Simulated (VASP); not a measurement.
# CS2 (Cmce) in VASP: a series of runs, part 2 of 2

VASP 6.6.1. The steps go on from the part before.

## (4) Single point, PBE

This run uses another cell than the first one, of 38.77 Å³/atom.

Input file INCAR:

```
SYSTEM = CS2
ALGO = Normal
EDIFF = 1E-6
ENCUT = 520
GGA = PE
ISIF = 2
ISMEAR = -1
LASPH = .TRUE.
LCHARG = .FALSE.
LREAL = .FALSE.
LWAVE = .FALSE.
NBANDS = 25
NELM = 80
PREC = Accurate
SIGMA = 0.05
```

Input file KPOINTS:

```
k-points
0
G
  5 5 3
  0 0 0
```

Input file POSCAR:

```
CS2
1.0
    3.7916195200     -3.1140865600      0.0000000000
    3.7916195200      3.1140865600      0.0000000000
    0.0000000000      0.0000000000      9.8512570000
S C
4 2
Direct
    0.1815210000      0.8184790000      0.8868670000
    0.3184790000      0.6815210000      0.3868670000
    0.6815210000      0.3184790000      0.6131330000
    0.8184790000      0.1815210000      0.1131330000
    0.5000000000      0.5000000000      0.5000000000
    0.0000000000      0.0000000000      0.0000000000
```

Potentials or basis: VASP PAW PBE potentials, release 64 (S, C).

Started as:

```bash
$ cat potpaw_PBE.64/S/POTCAR potpaw_PBE.64/C/POTCAR > POTCAR
$ mpirun -np 1 vasp_std > vasp.out
```

OUTCAR:

```text
SYSTEM = CS2
   EDIFF = 1E-6
   ENCUT = 520
   GGA = PE
   ISIF = 2
   ISMEAR = -1
   LASPH = .TRUE.
   LREAL = .FALSE.
   NELM = 80
   PREC = Accurate

 ion  position               nearest neighbor table
   1  0.182  0.818  0.887-   6 1.59
   2  0.318  0.682  0.387-   5 1.59
   3  0.682  0.318  0.613-   5 1.59
   4  0.818  0.182  0.113-   6 1.59
   5  0.500  0.500  0.500-   2 1.59   3 1.59
   6  0.000  0.000  0.000-   1 1.59   4 1.59

  LATTYP: Found a base centered orthorhombic cell.
 ALAT       =     6.2281731200
[... 701 lines left out ...]
  -------------------------------------------------------------------------------------
  Total       -0.0625670     -4.7064703     -4.5575885      0.0000000     -0.0000000      0.0000000
  in kB       -0.4309025    -32.4137164    -31.3883597      0.0000000     -0.0000000      0.0000000
  external PRESSURE =     -21.4109929 kB  Pullay stress =       0.0000000 kB

 VOLUME and BASIS-vectors are now :
 -----------------------------------------------------------------------------
  energy-cutoff  :      520.00
  volume of cell :      232.64
      direct lattice vectors                 reciprocal lattice vectors
     3.791619520 -3.114086560  0.000000000     0.131869772 -0.160560726  0.000000000
     3.791619520  3.114086560  0.000000000     0.131869772  0.160560726  0.000000000
     0.000000000  0.000000000  9.851257000     0.000000000  0.000000000  0.101509889

 POSITION                                       TOTAL-FORCE (eV/Angst)
 -----------------------------------------------------------------------------------
      3.79162      1.98354      8.73675        -0.000000      1.020911      1.003502
      3.79162      1.13054      3.81113        -0.000000     -1.020911      1.003502
      3.79162     -1.13054      6.04013        -0.000000      1.020911     -1.003502
      3.79162     -1.98354      1.11450        -0.000000     -1.020911     -1.003502
      3.79162      0.00000      4.92563         0.000000     -0.000000     -0.000000
      0.00000      0.00000      0.00000        -0.000000     -0.000000     -0.000000
 -----------------------------------------------------------------------------------
    total drift:                                0.000000     -0.000000     -0.000000

  FREE ENERGIE OF THE ION-ELECTRON SYSTEM (eV)
  ---------------------------------------------------
  free  energy   TOTEN  =       -33.2897849099 eV

  energy  without entropy=      -33.2897849098  energy(sigma->0) =      -33.28978491
```

OSZICAR:

```text
N       E                     dE             d eps       ncg     rms          rms(c)
DAV:   1     0.189348455069E+03    0.18935E+03   -0.11999E+04   900   0.101E+03
DAV:   2    -0.132268339267E+02   -0.20258E+03   -0.19375E+03  1281   0.192E+02
DAV:   3    -0.346896139189E+02   -0.21463E+02   -0.21252E+02  1131   0.677E+01
DAV:   4    -0.351804373726E+02   -0.49082E+00   -0.48977E+00  1182   0.126E+01
DAV:   5    -0.351937110479E+02   -0.13274E-01   -0.13269E-01  1199   0.194E+00    0.277E+01
DAV:   6    -0.334730290049E+02    0.17207E+01   -0.38925E+00   933   0.121E+01    0.122E+01
DAV:   7    -0.333144425381E+02    0.15859E+00   -0.11806E+00  1183   0.605E+00    0.720E+00
DAV:   8    -0.333033987871E+02    0.11044E-01   -0.19512E-01  1088   0.223E+00    0.926E-01
DAV:   9    -0.332913081447E+02    0.12091E-01   -0.43428E-02  1119   0.102E+00    0.980E-01
DAV:  10    -0.332901701192E+02    0.11380E-02   -0.32669E-03  1112   0.330E-01    0.280E-01
DAV:  11    -0.332898216567E+02    0.34846E-03   -0.11357E-03  1166   0.163E-01    0.386E-01
DAV:  12    -0.332897829018E+02    0.38755E-04   -0.32163E-04  1006   0.110E-01    0.357E-02
DAV:  13    -0.332897869091E+02   -0.40073E-05   -0.30966E-05  1200   0.304E-02    0.239E-02
DAV:  14    -0.332897853894E+02    0.15197E-05   -0.12042E-06   775   0.637E-03    0.114E-02
DAV:  15    -0.332897849099E+02    0.47950E-06   -0.12618E-06   694   0.741E-03
   1 F= -.33289785E+02 E0= -.33289785E+02  d E =-.377850E-10
```

stdout:

```text
POSCAR found type information on POSCAR S C
 POSCAR found :  2 types and       6 ions
 scaLAPACK will be used
 LDA part: xc-table for (Slater+PW92), standard interpolation
 POSCAR, INCAR and KPOINTS ok, starting setup
 FFT: planning ... GRIDC
 FFT: planning ... GRID_SOFT
 FFT: planning ... GRID
 WAVECAR not read
 entering main loop
```

Wall time 64 s (1 thread of Intel Xeon Platinum 8559C (Emerald Rapids), shared host); peak memory 0.33 GiB.

What came out:

```yaml
Free_energy: -33.2898 eV
Pressure: -2.1 GPa
Largest_force: 1.432 eV/Å
Band_gap_on_the_k_mesh: 3.40 eV
```

Forces in eV/Å, atoms in the order of the input:
```
S    0.000  1.021  1.004
S    0.000 -1.021  1.004
S    0.000  1.021 -1.004
S    0.000 -1.021 -1.004
C    0.000  0.000  0.000
C    0.000  0.000  0.000
```

Stress tensor (GPa, compression positive):
```
-0.04  0.00  0.00
 0.00 -3.24  0.00
 0.00  0.00 -3.14
```

Caveat: this functional lacks dispersion, which holds the molecules together, so the pressure and a relaxed volume are unreliable; forces of over 1 eV/Å act on the atoms, so gaps and moduli don't describe the material at rest. A k mesh can miss the band edges.

## (5) The runs side by side

```tsv
cell	gap on the mesh (eV)	pressure (GPa)	largest force (eV/Å)
a = 4.765, b = 4.765, c = 9.851 Å, angles 90.0, 90.0, 78.8°, 6 atoms	3.44	-0.6	0.38
a = 4.812, b = 4.812, c = 9.851 Å, angles 90.0, 90.0, 78.8°, 6 atoms	3.43	-1.1	0.74
a = 4.907, b = 4.907, c = 9.851 Å, angles 90.0, 90.0, 78.8°, 6 atoms	3.40	-2.1	1.43
```

Alike in all rows: task single point; level PBE; potentials or basis VASP PAW PBE potentials, release 64 (S, C); no spin polarisation; k mesh 5 × 5 × 3; cutoff (eV) 520; smearing fermi-dirac 0.05 eV.

Caveats: this functional lacks dispersion, which holds the molecules together, so the pressure and a relaxed volume are unreliable; forces of over 1 eV/Å act on the atoms, so gaps and moduli don't describe the material at rest (at least some runs).

Total energies depend on the potentials used, so only differences within one code and one set of settings carry meaning.
